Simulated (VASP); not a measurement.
Write the native input for VASP 6.6.1 that does the following.

- Task: single point
- Functional: PBE
- Potentials or basis: VASP PAW PBE potentials, release 64 (Sn_d, Te)
- Cutoff: 520 eV
- k mesh: 6 × 6 × 4
- Occupations: gaussian, width 0.1 eV
- Spin: no spin polarisation
- Dipole correction: no
- Further INCAR settings: ALGO = Normal; EDIFF = 1e-07; NBANDS = 17

The structure of SnTe lies in POSCAR:

```
SnTe
1.0
    3.2864616958      0.0000000000      0.0000000000
   -1.6432308479      2.8461593171      0.0000000000
    0.0000000000      0.0000000000      6.4883708048
Sn Te
1 1
Direct
    0.0000000000      0.0000000000      0.5000000000
    0.0000000000      0.0000000000      0.0000000000
```

The cell was generated, and may not be a known phase.

One way to write it, as run:

INCAR

```
ALGO     = Normal         # electronic algorithm
EDIFF    = 1E-7           # SCF threshold, eV
ENCUT    = 520            # plane-wave cutoff, eV
GGA      = PE             # functional
ISIF     = 2              # what is computed and relaxed
ISMEAR   = 0              # smearing method
LASPH    = T              # aspherical terms in the spheres
LCHARG   = T              # write CHGCAR
LELF     = T              # ELF
LREAL    = F              # projectors in reciprocal space
LVHAR    = T            
LWAVE    = F              # write WAVECAR
NBANDS   = 17             # bands
NELM     = 100            # most SCF steps
PREC     = Accurate       # precision mode
SIGMA    = 0.1            # smearing width, eV
```

KPOINTS

```
k-points
0
Gamma
  6 6 4
```

Potentials or basis: VASP PAW PBE potentials, release 64 (Sn_d, Te).

Command:

```console
$ cat potpaw_PBE.64/Sn_d/POTCAR potpaw_PBE.64/Te/POTCAR > POTCAR
$ mpirun -np 1 vasp_std > vasp.out
```

Results of the run:

```
Pressure               : 0.0 GPa
Band gap on the k mesh : zero (bands 10 and 11 overlap by 4.61 eV)
```

Caveat: the k points lie up to 0.37 Å⁻¹ apart, too coarse for converged energies and pressures of a metal; spin-orbit coupling is left out, which moves the levels of the heavy elements.

It took 18 s on 1 thread of Intel(R) Xeon(R) Platinum 8488C (Sapphire Rapids), on a shared host, peak memory 0.18 GiB.
